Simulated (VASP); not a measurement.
**KBr: single point with BLYP**

The system is KBr.

```xyz
2
Lattice="0.0000 3.2554 3.2554 3.2554 0.0000 3.2554 3.2554 3.2554 0.0000" Properties=species:S:1:pos:R:3 pbc="T T T"
Br    3.2554    3.2554    3.2554
K     0.0000    0.0000    0.0000
```

```
Program             : VASP 6.6.1
Task                : single point
Functional          : BLYP
Potentials or basis : VASP PAW PBE potentials, release 64 (Br, K_sv)
Cutoff              : 520 eV
k mesh              : 7 × 7 × 7
Occupations         : fermi-dirac, width 0.05 eV
Spin                : no spin polarisation
```

| Quantity | Value |
| --- | --- |
| Pressure | 2.4 GPa |
| Band gap on the k mesh | 4.57 eV, direct |

Levels at points of the mesh, in eV from the valence-band top:
```tsv
k point	band 6	band 7	band 8	band 9	band 10	band 11
(0.00, 0.00, 0.00)	0.00	0.00	0.00	4.57	7.54	7.54
```

Wall time 24 s on 1 thread of Intel(R) Xeon(R) Platinum 8488C (Sapphire Rapids), on a shared host, peak memory 0.2 GiB.

Caveat: the PAW data sets were made with another functional, which shifts forces and pressure a little. Expect the measured gap to be larger: semilocal functionals such as BLYP lack the derivative discontinuity.
